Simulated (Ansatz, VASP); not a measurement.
**One calculation of SiO2, two programs**

```
CELL_PARAMETERS angstrom
4.23588 0.00000 0.00000
0.00000 4.03806 0.00000
0.00000 0.00000 2.68977
ATOMIC_POSITIONS crystal
Si 0.50000 0.50000 0.50000
Si 0.00000 0.00000 0.00000
O 0.67438 0.71164 0.00000
O 0.17438 0.78836 0.50000
O 0.32562 0.28836 0.00000
O 0.82562 0.21164 0.50000
```

Change from the starting cell: mode 4 frozen in at -0.112 Å, normal strain along y -0.0467.

Alike in both runs: task single point; functional PBE; k mesh 6 × 6 × 8; occupations gaussian, width 0.05 eV; no spin polarisation.

|  | VASP | Ansatz |
| --- | --- | --- |
| version | VASP 6.6.1 | Ansatz 0.2.0 |
| potentials or method | VASP PAW PBE potentials, release 64 (Si, O), cutoff 520 eV | scalar-relativistic, plane waves, PAW |
| valence electrons in the cell | 32 | 32 |

|  | VASP | Ansatz | Ansatz less VASP |
| --- | --- | --- | --- |
| gap on the k mesh at the Fermi level (eV) | 5.93 | 5.95 | +0.018 |
| least direct gap on the mesh (eV) | 5.93 | 5.95 | +0.018 |
| pressure (GPa) | 13.9 | 13.6 | -0.27 |
| traceless stress, the component that is largest in VASP (GPa) | 6.47 | 6.71 | +0.244 |
| rms of the force components (eV/Å) | 0.268 | 0.260 | -0.0080 |

Atom by atom the forces differ by 0.008 eV/Å (rms over components). With one functional, cell and mesh, what is left measures potentials, basis and numerics.
